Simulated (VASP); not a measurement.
# Na (P6_3/mmc) in VASP: relaxation of cell and atoms with revPBE

Aim: the relaxation of cell and atoms of Na with revPBE.

Everything below comes from runs of VASP 6.6.1. Logs are shortened: lines on timing, memory, paths and dates and some standing lists are left out, and cuts for length are marked.

## Step 1: The cell of the first run

It takes space group P6_3/mmc (No. 194, hexagonal). Conventional cell: a = 3.764 Å, b = 3.764 Å, c = 12.293 Å, α = 90.00°, β = 90.00°, γ = 120.00°. Within 4.9 Å of Na (site symmetry -3m) lie 12 Na at 3.76 Å. Na (site symmetry -6m2) has 12 Na at 3.76 Å within 4.9 Å.

This isn't the form of Na at room conditions, which is bcc.

## Step 2: Relaxation of cell and atoms, revPBE

INCAR reads:

```
SYSTEM = Na
ALGO = Normal ; EDIFF = 1E-6
EDIFFG = -0.01 ; ENCUT = 600
GGA = RE ; IBRION = 2
ISIF = 3 ; ISMEAR = -1
LASPH = .TRUE. ; LCHARG = .FALSE.
LREAL = .FALSE. ; LWAVE = .FALSE.
NELM = 100 ; NSW = 80
PREC = Accurate ; SIGMA = 0.1
```

KPOINTS reads:

```
k-points
0
G
  10 10 3
  0 0 0
```

POSCAR reads:

```
Na
1.0
    3.7640418302      0.0000000000      0.0000000000
   -1.8820209151      3.2597558458      0.0000000000
    0.0000000000      0.0000000000     12.2933606174
Na
4
Direct
    0.0000000000      0.0000000000      0.0000000000
    0.0000000000      0.0000000000      0.5000000000
    0.3333333333      0.6666666667      0.2500000000
    0.6666666667      0.3333333333      0.7500000000
```

Potentials or basis: VASP PAW PBE potentials, release 64 (Na_pv).

Started as:

```console
cat potpaw_PBE.64/Na_pv/POTCAR > POTCAR
mpirun -np 1 vasp_std > vasp.out
```

OUTCAR:

```text
SYSTEM = Na
   EDIFF = 1E-6
   EDIFFG = -0.01
   ENCUT = 600
   GGA = RE
   IBRION = 2
   ISIF = 3
   ISMEAR = -1
   LASPH = .TRUE.
   LREAL = .FALSE.
   NELM = 100
   NSW = 80
   PREC = Accurate

 ion  position               nearest neighbor table
   1  0.000  0.000  0.000-
   2  0.000  0.000  0.500-
   3  0.333  0.667  0.250-
   4  0.667  0.333  0.750-

  LATTYP: Found a hexagonal cell.
 ALAT       =     3.7640418302
 C/A-ratio  =     3.2660000000

  Lattice vectors:

 A1 = (   3.7640418302,   0.0000000000,   0.0000000000)
 A2 = (  -1.8820209151,   3.2597558458,   0.0000000000)
 A3 = (   0.0000000000,   0.0000000000,  12.2933606174)

Analysis of symmetry for initial positions (statically):
=====================================================================
 Subroutine PRICEL returns:
 Original cell was already a primitive cell.

 Routine SETGRP: Setting up the symmetry group for a
 hexagonal supercell.

 Subroutine GETGRP returns: Found 24 space group operations
 (whereof 12 operations were pure point group operations)
 out of a pool of 24 trial point group operations.

The static configuration has the point symmetry D_3d.
 The point group associated with its full space group is D_6h.

Analysis of symmetry for dynamics (positions and initial velocities):
=====================================================================
 Subroutine PRICEL returns:
 Original cell was already a primitive cell.

 Routine SETGRP: Setting up the symmetry group for a
 hexagonal supercell.

 Subroutine GETGRP returns: Found 24 space group operations
 (whereof 12 operations were pure point group operations)
 out of a pool of 24 trial point group operations.

The dynamic configuration has the point symmetry D_3d.
 The point group associated with its full space group is D_6h.

 Subroutine INISYM returns: Found 24 space group operations
 (whereof 12 operations are pure point group operations),
 and found     1 'primitive' translations

----------------------------------------------------------------------------------------

                                     Primitive cell

  volume of cell :     150.8378

  direct lattice vectors                    reciprocal lattice vectors
     3.764041830  0.000000000  0.000000000     0.265671862  0.153385721  0.000000000
    -1.882020915  3.259755846  0.000000000     0.000000000  0.306771442  0.000000000
     0.000000000  0.000000000 12.293360617     0.000000000  0.000000000  0.081344722

  length of vectors
     3.764041830  3.764041830 12.293360617     0.306771442  0.306771442  0.081344722

  position of ions in fractional coordinates (direct lattice)
     0.000000000  0.000000000  0.000000000
     0.000000000  0.000000000  0.500000000
     0.333333333  0.666666667  0.250000000
     0.666666667  0.333333333  0.750000000

  ion indices of the primitive-cell ions
   primitive index   ion index
                 1           1
                 2           2
                 3           3
                 4           4

----------------------------------------------------------------------------------------

 KPOINTS: k-points

Automatic generation of k-mesh.
 Grid dimensions read from file:
 generate k-points for:   10   10    3

 Generating k-lattice:

  Cartesian coordinates                     Fractional coordinates (reciprocal lattice)
     0.026567186  0.015338572  0.000000000     0.100000000 -0.000000000  0.000000000
     0.000000000  0.030677144  0.000000000     0.000000000  0.100000000  0.000000000
     0.000000000  0.000000000  0.027114907     0.000000000  0.000000000  0.333333333

  Length of vectors
     0.030677144  0.030677144  0.027114907

  Shift w.r.t. Gamma in fractional coordinates (k-lattice)
     0.000000000  0.000000000  0.000000000

 Subroutine IBZKPT returns following result:
 ===========================================

 Found     28 irreducible k-points:

 Following reciprocal coordinates:
            Coordinates               Weight
  0.000000  0.000000  0.000000      1.000000
  0.100000  0.000000  0.000000      6.000000
  0.200000  0.000000  0.000000      6.000000
  0.300000  0.000000  0.000000      6.000000
  0.400000  0.000000  0.000000      6.000000
  0.500000  0.000000  0.000000      3.000000
[... 16 lines left out ...]
  0.300000  0.100000  0.333333     24.000000
  0.400000  0.100000  0.333333     24.000000
 [... further k-points ...]
   k-points           NKPTS =     28   k-points in BZ     NKDIM =     28   number of bands    NBANDS=     18
   number of dos      NEDOS =    301   number of ions     NIONS =      4
   total plane-waves  NPLWV =  88200
   dimension x,y,z NGX =    30 NGY =   30 NGZ =   98
   dimension x,y,z NGXF=    60 NGYF=   60 NGZF=  196
   ions per type =               4
   NGX,Y,Z   is equivalent  to a cutoff of  13.25, 13.25, 13.25 a.u.
   NGXF,Y,Z  is equivalent  to a cutoff of  26.50, 26.50, 26.51 a.u.
 SYSTEM =  Na
   PREC   = accura    normal or accurate (medium, high low for compatibility)
   ISTART =      0    job   : 0-new  1-cont  2-samecut
   ICHARG =      2    charge: 1-file 2-atom 10-const
   ISPIN  =      1    spin polarized calculation?
   LNONCOLLINEAR =      F non collinear calculations
   LSORBIT =      F    spin-orbit coupling
   LASPH  =      T    aspherical Exc in radial PAW
   ENCUT  =  600.0 eV  44.10 Ry    6.64 a.u.   7.52  7.52 24.55*2*pi/ulx,y,z
   NELM   =    100;   NELMIN=  2; NELMDL= -5     # of ELM steps
   EDIFF  = 0.1E-05   stopping-criterion for ELM
   LREAL  =      F    real-space projection
   EDIFFG = -.1E-01   stopping-criterion for IOM
   NSW    =     80    number of steps for IOM
   IBRION =      2    ionic relax: 0-MD 1-quasi-New 2-CG
   NFREE  =      1    steps in history (QN), initial steepest desc. (CG)
   ISIF   =      3    stress and relaxation
   ISYM   =      2    0-nonsym 1-usesym 2-fastsym
   POTIM  = 0.5000    time-step for ionic-motion
   TEBEG  =    0.0;   TEEND  =   0.0 temperature during run
   PSTRESS=    0.0 pullay stress
   NELECT =      28.0000    total number of electrons
   NUPDOWN=      -1.0000    fix difference up-down
   EMIN   =  10.00;   EMAX   =-10.00  energy-range for DOS
   EFERMI =   0.00;   METHOD = LEGACY
   ISMEAR =    -1;   SIGMA  =   0.10  broadening in eV -4-tet -1-fermi 0-gaus
   EFERMI_NEDOS =   21; number of points for ismear=-14 and -15
   IALGO  =     38    algorithm
   IMIX   =      4    mixing-type and parameters
     AMIX     =   0.40;   BMIX     =  1.00
     AMIX_MAG =   1.60;   BMIX_MAG =  1.00
  volume/ion in A,a.u.               =      37.71       254.48
  Fermi-wavevector in a.u.,A,eV,Ry     =   0.933879  1.764776 11.866059  0.872131
  Thomas-Fermi vector in A             =   2.060627
   LORBIT       =      0    0 simple, 1 ext, 2 COOP (PROOUT), +10 PAW based schemes
   GGA     = RE    functional components
   LHFCALC =     F    Hartree Fock is set to
   AEXX    =    0.0000 exact exchange contribution
   IVDW    =     0    specifies the selected vdW correction
   LEPSILON=     F    determine dielectric tensor
   LRPA    =     F    only Hartree local field effects (RPA)
 conjugate gradient relaxation of ions
 non-spin polarized calculation
  energy-cutoff  :      600.00
  volume of cell :      150.84
 maximum number of plane-waves:      5069
   NGX = 15   NGY = 15   NGZ = 49

--------------------------------------- Ionic step        1  -------------------------------------------

 number of electron      27.9999986 magnetization

 Free energy of the ion-electron system (eV)
  ---------------------------------------------------
  ext. energy  EPLUGINS =         0.00000000
  ---------------------------------------------------
  free energy    TOTEN  =        -4.84234424 eV

  energy without entropy =       -4.78215229  energy(sigma->0) =       -4.81224827

------------------------ aborting loop because EDIFF is reached ----------------------------------------

  FORCE on cell =-STRESS in cart. coord.  units (eV):
  Direction    XX          YY          ZZ          XY          YZ          ZX
  --------------------------------------------------------------------------------------
  -------------------------------------------------------------------------------------
  Total        0.3448449      0.3448449      0.2842125      0.0000000      0.0000000      0.0000000
  in kB        3.6628930      3.6628930      3.0188650      0.0000000      0.0000000      0.0000000
  external PRESSURE =       3.4482170 kB  Pullay stress =       0.0000000 kB
[... 61 lines left out ...]
  energy  without entropy=       -4.7851107044  energy(sigma->0) =       -4.81539518

--------------------------------------- Ionic step        3  -------------------------------------------

 number of electron      27.9999977 magnetization

 Free energy of the ion-electron system (eV)
  ---------------------------------------------------
  ext. energy  EPLUGINS =         0.00000000
  ---------------------------------------------------
  free energy    TOTEN  =        -4.84989924 eV

  energy without entropy =       -4.78817735  energy(sigma->0) =       -4.81903830

 E-fermi :   0.2321     XC(G=0):  -6.2177

 val. band max:        0.2198377484   @ k =   0.1000   0.1000   0.3333
 cond. band min:       0.2767870245   @ k =   0.4000   0.0000   0.0000
 fundamental gap:      0.0569492760
 Fermi energy:         0.2320834432

 k-point     1 :       0.0000    0.0000    0.0000
  band No.  band energies     occupation
      1     -24.7320      2.00000
      2     -24.7186      2.00000
      3     -24.7181      2.00000
      4     -24.7085      2.00000
      5     -24.7085      2.00000
      6     -24.7066      2.00000
[... 10 lines left out ...]
     17       1.2024      0.00012
     18       5.6037      0.00000
[... 466 lines left out ...]
      2     -24.7291      2.00000
      3     -24.7272      2.00000
      4     -24.7265      2.00000
      5     -24.7174      2.00000
      6     -24.7161      2.00000
[... 10 lines left out ...]
     17       1.9353      0.00000
     18       2.6160      0.00000

 [... further k-points ...]

------------------------ aborting loop because EDIFF is reached ----------------------------------------

  FORCE on cell =-STRESS in cart. coord.  units (eV):
  Direction    XX          YY          ZZ          XY          YZ          ZX
  --------------------------------------------------------------------------------------
  -------------------------------------------------------------------------------------
  Total        0.0218921      0.0218921     -0.0045410      0.0000000      0.0000000     -0.0000000
  in kB        0.2219435      0.2219435     -0.0460365      0.0000000      0.0000000     -0.0000000
  external PRESSURE =       0.1326168 kB  Pullay stress =       0.0000000 kB
[... 19 lines left out ...]
  FREE ENERGIE OF THE ION-ELECTRON SYSTEM (eV)
  ---------------------------------------------------
  free  energy   TOTEN  =        -4.8498992425 eV

  energy  without entropy=       -4.7881773511  energy(sigma->0) =       -4.81903830

 reached required accuracy - stopping structural energy minimisation
```

Run time: 74 s. Hardware: 1 thread of Intel Xeon 6975P-C (Granite Rapids), shared host; peak memory 0.31 GiB.

Results:

* Free energy: -4.8499 eV
* Relaxed volume: 39.51 Å³/atom
* Relaxed cell: a = 3.827 Å, b = 3.827 Å, c = 12.462 Å, α = 90.00°, β = 90.00°, γ = 120.00°
* Space group after relaxing (to 0.1 Å): P6_3/mmc (No. 194)
* Energy gained by relaxing: 1.9 meV/atom
* Ionic steps: 3
* Pressure after relaxing: 0.0 GPa
* Band gap on the k mesh: zero (bands 14 and 15 overlap by 3.56 eV)

Step by step:
```
step  energy change (eV)  largest force (eV/Å)  pressure (GPa)  volume (Å³)
   1              0.0000                0.0000            0.34       150.84
   2             -0.0033                0.0000            0.26       152.62
   3             -0.0076                0.0000            0.01       158.04
```

Final structure:
```
Na
1.0
     3.82666    0.00000    0.00000
    -1.91333    3.31399    0.00000
     0.00000    0.00000   12.46192
Na
4
Direct
  0.00000 0.00000 0.00000
  0.00000 0.00000 0.50000
  0.33333 0.66667 0.25000
  0.66667 0.33333 0.75000
```

Caveat: the PAW data sets were made with another functional, which shifts forces and pressure a little.

The gap in the log of VASP goes by the Fermi energy; the results here count the filled bands.